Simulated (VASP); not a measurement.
## Ca3SbP: single point with LDA

The system is Ca3SbP.

```xyz
5
Lattice="5.3393 0.0000 0.0000 0.0000 5.3393 0.0000 0.0000 0.0000 5.3393" Properties=species:S:1:pos:R:3 pbc="T T T"
Ca   -0.0153    2.6697    2.6697
Ca    2.6087    0.0000    2.6697
Ca    2.6087    2.6697    0.0000
Sb    0.0469    0.0000    0.0000
P     2.6631    2.6697    2.6697
```

This cell differs from its parent crystal: atoms displaced along a vibrational mode, the cell strained.

```yaml
Program: VASP 6.6.1
Task: single point
Functional: LDA
Potentials_or_basis: VASP PAW LDA potentials, release 64 (Ca_sv, Sb, P)
Cutoff: 520 eV
k_mesh: 6 × 6 × 6
Occupations: gaussian, width 0.05 eV
Spin: no spin polarisation
```

- Pressure: -1.8 GPa
- Largest force: 0.043 eV/Å
- Band gap on the k mesh: 0.57 eV

Forces on the atoms (eV/Å):
```
Ca   0.000  0.000  0.000
Ca  -0.017  0.000  0.000
Ca  -0.017  0.000  0.000
Sb   0.043  0.000  0.000
P   -0.008  0.000  0.000
```

Stress tensor (GPa, compression positive):
```
-1.78  0.00  0.00
 0.00 -1.86  0.00
 0.00  0.00 -1.86
```

Levels at points of the mesh, in eV from the valence-band top:
| k point | band 17 | band 18 | band 19 | band 20 | band 21 | band 22 | band 23 | band 24 |
| --- | --- | --- | --- | --- | --- | --- | --- | --- |
| (0.00, 0.00, 0.00) | -1.79 | -0.01 | 0.00 | 0.00 | 0.57 | 0.60 | 0.62 | 0.92 |
| (0.50, 0.00, 0.00) | -1.68 | -1.68 | -1.01 | -1.01 | 1.22 | 1.47 | 1.65 | 2.57 |
| (0.00, 0.50, 0.00) | -1.68 | -1.68 | -1.01 | -1.00 | 1.22 | 1.47 | 1.65 | 2.55 |
| (0.50, 0.50, 0.00) | -1.88 | -1.31 | -1.30 | -0.97 | 1.70 | 1.70 | 1.76 | 2.11 |
| (0.00, 0.50, 0.50) | -1.87 | -1.30 | -1.30 | -0.96 | 1.69 | 1.69 | 1.76 | 2.10 |
| (0.50, 0.50, 0.50) | -3.21 | -1.68 | -1.68 | -1.67 | 1.89 | 1.90 | 1.90 | 2.70 |

Run time: 2.9 min on 1 thread of Oxide Virtual Turin-like Processor, with other jobs on the host, peak memory 0.27 GiB.

Caveat: the cell differs from its parent crystal (atoms displaced along a vibrational mode, the cell strained); spin-orbit coupling is left out, which moves the levels of the heavy elements. A k mesh can miss the band edges.
